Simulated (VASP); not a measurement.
# Zn3Cu (P-6m2) in VASP: single point with PBEsol

Aim: the single point of Zn3Cu with PBEsol.

All numbers are computed with VASP 6.6.1; they aren't measurements. Logs are shortened: lines on timing, memory, paths and dates and some standing lists are left out, and cuts for length are marked.

### 1 The cell of the first run

Symmetry: P-6m2, No. 187, hexagonal system. The conventional cell has a = 2.758 Å, b = 2.758 Å, c = 7.785 Å, α = 90.00°, β = 90.00°, γ = 120.00°. Zn (site symmetry -6m2) has 12 Zn at 2.38 to 2.76 Å within 3.1 Å. Zn (site symmetry 3m) has 9 Zn at 2.38 to 2.76 Å and 3 Cu at 2.66 Å within 3.1 Å. Within 3.5 Å of Cu (site symmetry -6m2) lie 6 Zn at 2.66 Å and 6 Cu at 2.76 Å.

### 2 Single point, PBEsol (Ag replaced by Cu, lengths x 0.985, strained)

Contents of INCAR:

```
PREC = Accurate
ENCUT = 520
EDIFF = 1E-6
ISMEAR = 0
SIGMA = 0.1
LREAL = F
LASPH = T
NELM = 100
ALGO = Fast
ISIF = 2
LWAVE = F
LCHARG = F
GGA = PS
NBANDS = 32
```

Contents of KPOINTS:

```
regular mesh
0
Gamma
  18 18 6
```

Contents of POSCAR:

```
Zn3Cu
1.0
    2.7579099733      0.0000000000      0.0000000000
   -1.3789549867      2.3884200983      0.0000000000
    0.0000000000      0.0000000000      7.7849045214
Zn Cu
3 1
Direct
    0.6666666700      0.3333333300      0.5000000000
    0.3333333300      0.6666666700      0.2733204911
    0.3333333300      0.6666666700      0.7266795089
    0.6666666700      0.3333333300      0.0000000000
```

Potentials or basis: VASP PAW PBE potentials, release 64 (Zn, Cu).

Command:

```console
$ cat potpaw_PBE.64/Zn/POTCAR potpaw_PBE.64/Cu/POTCAR > POTCAR
$ mpirun -np 1 vasp_std > vasp.out
```

OUTCAR:

```text
PREC = Accurate
   ENCUT = 520
   EDIFF = 1E-6
   ISMEAR = 0
   LREAL = F
   LASPH = T
   NELM = 100
   ISIF = 2
   GGA = PS

 ion  position               nearest neighbor table
   1  0.667  0.333  0.500-   2 2.38   3 2.38   2 2.38   3 2.38   2 2.38   3 2.38
   2  0.333  0.667  0.273-   1 2.38   1 2.38   1 2.38   4 2.66   4 2.66   4 2.66
   3  0.333  0.667  0.727-   1 2.38   1 2.38   1 2.38   4 2.66   4 2.66   4 2.66
   4  0.667  0.333  0.000-   2 2.66   3 2.66   2 2.66   3 2.66   2 2.66   3 2.66

  LATTYP: Found a hexagonal cell.
 ALAT       =     2.7579099733
 C/A-ratio  =     2.8227551286

  Lattice vectors:

 A1 = (   2.7579099733,   0.0000000000,   0.0000000000)
 A2 = (  -1.3789549867,   2.3884200983,   0.0000000000)
 A3 = (   0.0000000000,   0.0000000000,   7.7849045214)

Analysis of symmetry for initial positions (statically):
=====================================================================
 Subroutine PRICEL returns:
 Original cell was already a primitive cell.

 Routine SETGRP: Setting up the symmetry group for a
 hexagonal supercell.

 Subroutine GETGRP returns: Found 12 space group operations
 (whereof 12 operations were pure point group operations)
 out of a pool of 24 trial point group operations.

The static configuration has the point symmetry D_3h.

Analysis of symmetry for dynamics (positions and initial velocities):
=====================================================================
 Subroutine PRICEL returns:
 Original cell was already a primitive cell.

 Routine SETGRP: Setting up the symmetry group for a
 hexagonal supercell.

 Subroutine GETGRP returns: Found 12 space group operations
 (whereof 12 operations were pure point group operations)
 out of a pool of 24 trial point group operations.

The dynamic configuration has the point symmetry D_3h.

 Subroutine INISYM returns: Found 12 space group operations
 (whereof 12 operations are pure point group operations),
 and found     1 'primitive' translations

----------------------------------------------------------------------------------------

                                     Primitive cell

  volume of cell :      51.2795

  direct lattice vectors                    reciprocal lattice vectors
     2.757909973  0.000000000  0.000000000     0.362593417  0.209343407  0.000000000
    -1.378954987  2.388420098  0.000000000     0.000000000  0.418686813  0.000000000
     0.000000000  0.000000000  7.784904521     0.000000000  0.000000000  0.128453727

  length of vectors
     2.757909973  2.757909973  7.784904521     0.418686813  0.418686813  0.128453727

  position of ions in fractional coordinates (direct lattice)
     0.666666670  0.333333330  0.500000000
     0.333333330  0.666666670  0.273320491
     0.333333330  0.666666670  0.726679509
     0.666666670  0.333333330  0.000000000

  ion indices of the primitive-cell ions
   primitive index   ion index
                 1           1
                 2           2
                 3           3
                 4           4

----------------------------------------------------------------------------------------

 KPOINTS: regular mesh

Automatic generation of k-mesh.
 Grid dimensions read from file:
 generate k-points for:   18   18    6

 Generating k-lattice:

  Cartesian coordinates                     Fractional coordinates (reciprocal lattice)
     0.020144079  0.011630189  0.000000000     0.055555556 -0.000000000  0.000000000
     0.000000000  0.023260379  0.000000000     0.000000000  0.055555556  0.000000000
     0.000000000  0.000000000  0.021408954     0.000000000  0.000000000  0.166666667

  Length of vectors
     0.023260379  0.023260379  0.021408954

  Shift w.r.t. Gamma in fractional coordinates (k-lattice)
     0.000000000  0.000000000  0.000000000

 Subroutine IBZKPT returns following result:
 ===========================================

 Found    148 irreducible k-points:

 Following reciprocal coordinates:
            Coordinates               Weight
  0.000000  0.000000  0.000000      1.000000
  0.055556  0.000000  0.000000      6.000000
  0.111111  0.000000  0.000000      6.000000
  0.166667  0.000000  0.000000      6.000000
  0.222222  0.000000  0.000000      6.000000
  0.277778  0.000000  0.000000      6.000000
[... 16 lines left out ...]
  0.333333  0.111111  0.000000     12.000000
  0.388889  0.111111  0.000000     12.000000
 [... further k-points ...]
   k-points           NKPTS =    148   k-points in BZ     NKDIM =    148   number of bands    NBANDS=     32
   number of dos      NEDOS =    301   number of ions     NIONS =      4
   total plane-waves  NPLWV =  34560
   dimension x,y,z NGX =    24 NGY =   24 NGZ =   60
   dimension x,y,z NGXF=    48 NGYF=   48 NGZF=  120
   ions per type =               3   1
   NGX,Y,Z   is equivalent  to a cutoff of  14.47, 14.47, 12.81 a.u.
   NGXF,Y,Z  is equivalent  to a cutoff of  28.93, 28.93, 25.63 a.u.
 SYSTEM =  unknown system
   PREC   = accura    normal or accurate (medium, high low for compatibility)
   ISTART =      0    job   : 0-new  1-cont  2-samecut
   ICHARG =      2    charge: 1-file 2-atom 10-const
   ISPIN  =      1    spin polarized calculation?
   LNONCOLLINEAR =      F non collinear calculations
   LSORBIT =      F    spin-orbit coupling
   LASPH  =      T    aspherical Exc in radial PAW
   ENCUT  =  520.0 eV  38.22 Ry    6.18 a.u.   5.13  5.13 14.47*2*pi/ulx,y,z
   NELM   =    100;   NELMIN=  2; NELMDL= -5     # of ELM steps
   EDIFF  = 0.1E-05   stopping-criterion for ELM
   LREAL  =      F    real-space projection
   EDIFFG = 0.1E-04   stopping-criterion for IOM
   NSW    =      0    number of steps for IOM
   IBRION =     -1    ionic relax: 0-MD 1-quasi-New 2-CG
   NFREE  =      0    steps in history (QN), initial steepest desc. (CG)
   ISIF   =      2    stress and relaxation
   ISYM   =      2    0-nonsym 1-usesym 2-fastsym
   POTIM  = 0.5000    time-step for ionic-motion
   TEBEG  =    0.0;   TEEND  =   0.0 temperature during run
   PSTRESS=    0.0 pullay stress
   NELECT =      47.0000    total number of electrons
   NUPDOWN=      -1.0000    fix difference up-down
   EMIN   =  10.00;   EMAX   =-10.00  energy-range for DOS
   EFERMI =   0.00;   METHOD = LEGACY
   ISMEAR =     0;   SIGMA  =   0.10  broadening in eV -4-tet -1-fermi 0-gaus
   EFERMI_NEDOS =   21; number of points for ismear=-14 and -15
   IALGO  =     68    algorithm
   IMIX   =      4    mixing-type and parameters
     AMIX     =   0.40;   BMIX     =  1.00
     AMIX_MAG =   1.60;   BMIX_MAG =  1.00
  volume/ion in A,a.u.               =      12.82        86.51
  Fermi-wavevector in a.u.,A,eV,Ry     =   1.590228  3.005095 34.406758  2.528825
  Thomas-Fermi vector in A             =   2.688955
   LORBIT       =      0    0 simple, 1 ext, 2 COOP (PROOUT), +10 PAW based schemes
   GGA     = PS    functional components
   LHFCALC =     F    Hartree Fock is set to
   AEXX    =    0.0000 exact exchange contribution
   IVDW    =     0    specifies the selected vdW correction
   LEPSILON=     F    determine dielectric tensor
   LRPA    =     F    only Hartree local field effects (RPA)
 non-spin polarized calculation
 RMM-DIIS sequential band-by-band and
 Gauss-broadening in eV      SIGMA  =   0.10
  energy-cutoff  :      520.00
  volume of cell :       51.28
 maximum number of plane-waves:      1398
 NGX is ok and might be reduce to    24
   NGX = 11   NGY = 11   NGZ = 29

 number of electron      47.0000003 magnetization

 Free energy of the ion-electron system (eV)
  ---------------------------------------------------
  ext. energy  EPLUGINS =         0.00000000
  ---------------------------------------------------
  free energy    TOTEN  =        -8.48625982 eV

  energy without entropy =       -8.48105481  energy(sigma->0) =       -8.48365731

 E-fermi :   4.6769     XC(G=0): -12.5644

 val. band max:        4.6702486542   @ k =   0.3889   0.1667   0.0000
 cond. band min:       4.6926998432   @ k =   0.2778   0.1667   0.5000
 fundamental gap:      0.0224511890
 Fermi energy:         4.6768519864

 k-point     1 :       0.0000    0.0000    0.0000
  band No.  band energies     occupation
      1      -7.0522      2.00000
      2      -4.6624      2.00000
      3      -4.5447      2.00000
      4      -3.8773      2.00000
      5      -3.8773      2.00000
      6      -3.8215      2.00000
[... 24 lines left out ...]
     31      21.2062      0.00000
     32      21.3890      0.00000

 k-point     2 :       0.0556    0.0000    0.0000
  band No.  band energies     occupation
      1      -6.9704      2.00000
      2      -4.6335      2.00000
      3      -4.4919      2.00000
      4      -3.8971      2.00000
      5      -3.8584      2.00000
      6      -3.8314      2.00000
[... 24 lines left out ...]
     31      20.2841      0.00000
     32      20.9016      0.00000

 k-point     3 :       0.1111    0.0000    0.0000
  band No.  band energies     occupation
      1      -6.7287      2.00000
      2      -4.5568      2.00000
      3      -4.3622      2.00000
      4      -3.9440      2.00000
      5      -3.8391      2.00000
      6      -3.8207      2.00000
[... 24 lines left out ...]
     31      19.3891      0.00000
     32      19.5882      0.00000

 k-point     4 :       0.1667    0.0000    0.0000
  band No.  band energies     occupation
      1      -6.3401      2.00000
      2      -4.4634      2.00000
      3      -4.2663      2.00000
      4      -3.9905      2.00000
      5      -3.8262      2.00000
      6      -3.7670      2.00000
[... 24 lines left out ...]
     31      18.5898      0.00000
     32      18.9061      0.00000

 k-point     5 :       0.2222    0.0000    0.0000
  band No.  band energies     occupation
      1      -5.8376      2.00000
      2      -4.3989      2.00000
      3      -4.2895      2.00000
      4      -4.0089      2.00000
      5      -3.8408      2.00000
      6      -3.6245      2.00000
[... 584 lines left out ...]
     31      15.5146      0.00000
     32      19.0331      0.00000

 k-point    22 :       0.2778    0.1111    0.0000
  band No.  band energies     occupation
      1      -4.7701      2.00000
      2      -4.4312      2.00000
      3      -4.3470      2.00000
      4      -3.9689      2.00000
      5      -3.9514      2.00000
      6      -3.5248      2.00000
[... 24 lines left out ...]
     31      14.9274      0.00000
     32      17.2252      0.00000

 k-point    23 :       0.3333    0.1111    0.0000
  band No.  band energies     occupation
      1      -4.6479      2.00000
      2      -4.4989      2.00000
      3      -4.3434      2.00000
      4      -3.9718      2.00000
      5      -3.8534      2.00000
      6      -3.5833      2.00000
[... 24 lines left out ...]
     31      14.4943      0.00000
     32      15.5105      0.00000

 k-point    24 :       0.3889    0.1111    0.0000
  band No.  band energies     occupation
      1      -4.6288      2.00000
      2      -4.5439      2.00000
      3      -4.3522      2.00000
      4      -3.9834      2.00000
      5      -3.7713      2.00000
      6      -3.6260      2.00000
[... 24 lines left out ...]
     31      14.0445      0.00000
     32      14.2082      0.00000

 [... further k-points ...]
[... 5 lines left out ...]
  --------------------------------------------------------------------------------------
  -------------------------------------------------------------------------------------
  Total        1.5630407      1.5630407      5.6898410     -0.0000000      0.0000000      0.0000000
  in kB       48.8356294     48.8356294    177.7733343     -0.0000000      0.0000000      0.0000000
  external PRESSURE =      91.8148643 kB  Pullay stress =       0.0000000 kB

 VOLUME and BASIS-vectors are now :
 -----------------------------------------------------------------------------
  energy-cutoff  :      520.00
  volume of cell :       51.28
      direct lattice vectors                 reciprocal lattice vectors
     2.757909973  0.000000000  0.000000000     0.362593417  0.209343407  0.000000000
    -1.378954987  2.388420098  0.000000000     0.000000000  0.418686813  0.000000000
     0.000000000  0.000000000  7.784904521     0.000000000  0.000000000  0.128453727

 POSITION                                       TOTAL-FORCE (eV/Angst)
 -----------------------------------------------------------------------------------
      1.37896      0.79614      3.89245        -0.000000      0.000000      0.000000
     -0.00000      1.59228      2.12777         0.000000      0.000000     -2.650744
     -0.00000      1.59228      5.65713         0.000000      0.000000      2.650744
      1.37896      0.79614      0.00000        -0.000000      0.000000      0.000000
 -----------------------------------------------------------------------------------
    total drift:                               -0.000000      0.000000      0.000000

  FREE ENERGIE OF THE ION-ELECTRON SYSTEM (eV)
  ---------------------------------------------------
  free  energy   TOTEN  =        -8.4862598198 eV

  energy  without entropy=       -8.4810548080  energy(sigma->0) =       -8.48365731
```

Run time: 8.9 min. Hardware: 1 thread of Oxide Virtual Turin-like, shared host; peak memory 0.3 GiB.

What came out:

* Free energy: -8.4863 eV
* Pressure: 9.2 GPa
* Largest force: 2.651 eV/Å
* Band gap on the k mesh: zero (an odd number of electrons rules out a gap without spin polarisation)

Forces on the atoms (eV/Å):
```
Zn   0.000  0.000  0.000
Zn   0.000  0.000 -2.651
Zn   0.000  0.000  2.651
Cu   0.000  0.000  0.000
```

Caveat: the cell differs from its parent crystal (Ag replaced by Cu, lengths x 0.985, strained); the stress differs along the axes, from 5 to 18 GPa; the PAW data sets were made with another functional, which shifts forces and pressure a little.

The gap in the log of VASP goes by the Fermi energy; the results here count the filled bands.